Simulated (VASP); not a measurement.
The system is SiC.

```
Si C
1.0
     3.09183    0.00000    0.00000
    -1.54591    2.67760    0.00000
     0.00000    0.00000    5.07427
Si C
2 2
Direct
  0.33333 0.66667 0.99959
  0.66667 0.33333 0.49959
  0.33333 0.66667 0.37541
  0.66667 0.33333 0.87541
```

| Quantity | Value |
| --- | --- |
| Program | VASP 6.6.1 |
| Task | relaxation of cell and atoms |
| Functional | LDA |
| Potentials or basis | VASP PAW LDA potentials, release 64 (Si, C) |
| Cutoff | 600 eV |
| k mesh | 12 × 12 × 4 |
| Occupations | fermi-dirac, width 0.02 eV |
| Spin | no spin polarisation |

At the start: pressure -7.2 GPa; volume 10.50 Å³/atom.

Problem. Where does the relaxation end?

Solution. Over 6 steps the energy falls by 8.0 meV/atom and the volume is 10.15 Å³/atom (-3.3 %); space group P6_3mc (No. 186, to 0.05 Å).

Step by step:
```
step  energy change (eV)  largest force (eV/Å)  pressure (GPa)  volume (Å³)
   1              0.0000                0.0051           -7.23        42.01
   2              0.0058                0.0229            8.78        39.19
   3             -0.0322                0.0074           -0.05        40.63
   4             -0.0322                0.0077            0.10        40.60
   5             -0.0322                0.0099           -0.09        40.63
   6             -0.0322                0.0009            0.01        40.62
```

Final structure:
```
Si C
1.0
     3.05735    0.00000    0.00000
    -1.52868    2.64775    0.00000
     0.00000    0.00000    5.01764
Si C
2 2
Direct
  0.33333 0.66667 0.99960
  0.66667 0.33333 0.49960
  0.33333 0.66667 0.37540
  0.66667 0.33333 0.87540
```
